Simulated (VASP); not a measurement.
Here is a VASP 6.6.1 calculation.

Contents of POSCAR:

```
Si
1.0
    3.9854147413      0.0000000000      0.0000000000
   -1.9927073707      3.4514704106      0.0000000000
    0.0000000000      0.0000000000      6.2724051797
Si
4
Direct
    0.3333333333      0.6666666667     -0.0022867815
    0.6666666667      0.3333333333      0.4977132185
    0.3333333333      0.6666666667      0.3772867815
    0.6666666667      0.3333333333      0.8772867815
```

Contents of INCAR.step1:

```
SYSTEM = Si
  PREC = Accurate
  ENCUT = 520
  ISMEAR = 0
  SIGMA = 0.01
  LREAL = .FALSE.
  LASPH = .TRUE.
  NELM = 80
  NBANDS = 16
  GGA = PE
  ALGO = Normal
  EDIFF = 1E-4
  LWAVE = .TRUE.
  LCHARG = .FALSE.
```

INCAR.step2

```
SYSTEM = Si
  PREC = Accurate
  ENCUT = 520
  EDIFF = 1E-6
  ISMEAR = 0
  SIGMA = 0.01
  LREAL = .FALSE.
  LASPH = .TRUE.
  NELM = 80
  ALGO = Normal
  ISIF = 2
  LWAVE = .FALSE.
  LCHARG = .FALSE.
  METAGGA = R2SCAN
  LMIXTAU = .TRUE.
  NBANDS = 16
  ISTART = 1
```

Contents of KPOINTS:

```
Automatic mesh
0
G
  12 12 4
  0 0 0
```

Potentials or basis: VASP PAW PBE potentials, release 64 (Si).

Run with:

```bash
$ cat potpaw_PBE.64/Si/POTCAR > POTCAR
$ cp INCAR.step1 INCAR
$ mpirun -np 1 vasp_std > vasp.out
$ cp INCAR.step2 INCAR
$ mpirun -np 1 vasp_std > vasp.out
```

Problem. What does it give for the band gap on the k mesh?

Solution. 0.56 eV, indirect (least direct gap 0.64 eV).

Problem. Predict the pressure.

Solution. -5.7 GPa.

Problem. Estimate the largest force.

Solution. 0.007 eV/Å.

Stress tensor (GPa, compression positive):
```
-8.50  0.00  0.00
 0.00 -8.50  0.00
 0.00  0.00 -0.10
```

Caveat: the cell differs from its parent crystal (epitaxial xy strain +4.0%); the PAW data sets were made with another functional, which shifts forces and pressure a little. A k mesh can miss the band edges.
